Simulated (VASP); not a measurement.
A run of VASP 6.6.1 is set up as follows.

File INCAR:

```
SYSTEM = Rb
ALGO = Normal
EDIFF = 1E-6
ENCUT = 520
GGA = PS
ISIF = 2
ISMEAR = -1
LASPH = .TRUE.
LCHARG = .FALSE.
LREAL = .FALSE.
LWAVE = .FALSE.
NBANDS = 10
NELM = 80
PREC = Accurate
SIGMA = 0.05
```

The input KPOINTS:

```
k-points
0
G
  7 7 7
  0 0 0
```

Contents of POSCAR:

```
Rb
1.0
   -2.4733167963      2.4733167963      2.4733167963
    2.4733167963     -2.4733167963      2.4733167963
    2.4733167963      2.4733167963     -2.4733167963
Rb
1
Direct
    0.0000000000      0.0000000000      0.0000000000
```

Potentials or basis: VASP PAW PBE potentials, release 64 (Rb_sv).

The run is started by

```console
$ cat potpaw_PBE.64/Rb_sv/POTCAR > POTCAR
$ mpirun -np 1 vasp_std > vasp.out
```

Problem. Predict the pressure.

Solution. 2.0 GPa.

Caveat: the PAW data sets were made with another functional, which shifts forces and pressure a little.
